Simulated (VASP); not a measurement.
Input of a VASP 6.6.1 run:

The input INCAR:

```
PREC = Accurate
ENCUT = 520
EDIFF = 1E-6
ISMEAR = 0
SIGMA = 0.01
LREAL = F
LASPH = T
NELM = 100
ALGO = Normal
ISIF = 2
LWAVE = F
LCHARG = T
GGA = PS
LELF = T
LVHAR = T
NBANDS = 15
```

Contents of KPOINTS:

```
Automatic mesh
0
Gamma
  8 8 8
```

Contents of POSCAR:

```
CaSe
1.0
    2.9051060776      2.9051060776      0.0000000000
   -2.9051060776      2.9051060776      0.0000000000
    0.0000000000      2.9051060776      2.9427961853
Ca Se
1 1
Direct
    0.0000000000      0.0000000000      0.0000000000
    0.5000000000      0.5000000000      0.0000000000
```

Potentials or basis: VASP PAW PBE potentials, release 64 (Ca_sv, Se).

Run with:

```sh
$ cat potpaw_PBE.64/Ca_sv/POTCAR potpaw_PBE.64/Se/POTCAR > POTCAR
$ mpirun -np 1 vasp_std > vasp.out
```

Task: What does it give for the band gap on the k mesh?

Result: 1.81 eV, indirect (least direct gap 2.78 eV).

Task: Estimate the pressure.

Result: 1.2 GPa.

Stress tensor (GPa, compression positive):
```
1.62 0.00 0.00
0.00 1.62 0.00
0.00 0.00 0.23
```

Caveat: the cell differs from its parent crystal (in-plane strain -0.01, then relaxed in part); the PAW data sets were made with another functional, which shifts forces and pressure a little. A k mesh can miss the band edges.
